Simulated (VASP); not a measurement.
Here is a VASP 6.6.1 calculation.

Contents of INCAR:

```
SYSTEM = Al32Cu
PREC = Accurate ; ENCUT = 520
EDIFF = 1E-6 ; ISMEAR = -1
SIGMA = 0.05 ; LREAL = Auto
LASPH = .True. ; NELM = 100
ALGO = Normal ; ISIF = 2
LWAVE = .False. ; LCHARG = .False.
GGA = PE ; IVDW = 12
NBANDS = 76
```

KPOINTS

```
regular mesh
0
Gamma
  2 2 2
  0 0 0
```

The input POSCAR:

```
Al32Cu
1.0
    8.1000000000      0.0000000000      0.0000000000
    0.0000000000      8.1000000000      0.0000000000
    0.0000000000      0.0000000000      8.1000000000
Al Cu
32 1
Direct
    0.4996123457     -0.0097561728      0.0000055556
    0.7088364198      0.2498296296     -0.0000137037
    0.7461383951     -0.0035283951      0.2536865432
    0.0001811111     -0.0395225926     -0.0000119753
    0.2893607407      0.2498535802     -0.0000118519
    0.4996206173      0.5098243210      0.0000053086
    0.7401644444      0.7503103704      0.0000053086
    0.2537296296     -0.0037624691      0.2539167901
    0.4996160494      0.2501230864      0.2597877778
    0.7463434568      0.5036218519      0.2534801235
    0.4999379012     -0.0027414815      0.5000006173
    0.7401616049      0.2501223457      0.5000172840
    0.7461260494     -0.0035407407      0.7463161728
    0.0002038272      0.5410023457     -0.0000135802
    0.2597506173      0.7503171605      0.0000055556
    0.0001924691      0.2498416049      0.2903097531
    0.2535388889      0.5038702469      0.2537298765
    0.4999440741      0.7500449383      0.2528717284
   -0.0001554321     -0.0097576543      0.5000177778
    0.2597501235      0.2501267901      0.5000179012
    0.4999471605      0.5029855556      0.5000001235
    0.7469875309      0.7500418519      0.5000001235
    0.2537409877     -0.0037737037      0.7460867901
    0.4996153086      0.2501233333      0.7402104938
    0.7463302469      0.5036350617      0.7465219753
   -0.0001514815      0.7503141975      0.2597896296
   -0.0001507407      0.5098287654      0.5000172840
    0.2527130864      0.7500511111      0.5000006173
    0.0001906173      0.2498430864      0.7097802469
    0.2535512346      0.5038823457      0.7462729630
    0.4999434568      0.7500454321      0.7471393827
   -0.0001518519      0.7503148148      0.7402086420
   -0.0011697531      0.2509604938      0.0000596296
```

Potentials or basis: VASP PAW PBE potentials, release 64 (Al, Cu).

The run is started by

```console
$ cat potpaw_PBE.64/Al/POTCAR potpaw_PBE.64/Cu/POTCAR > POTCAR
$ mpirun -np 1 vasp_std > vasp.out
```

(1) Predict the band gap on the k mesh.

(2) What does it give for the pressure?

(3) What does it give for the largest force?

Answers

(1) zero (an odd number of electrons rules out a gap without spin polarisation).

(2) -0.7 GPa.

(3) 0.030 eV/Å.

Caveat: the k points lie up to 0.39 Å⁻¹ apart, too coarse for converged energies and pressures of a metal.
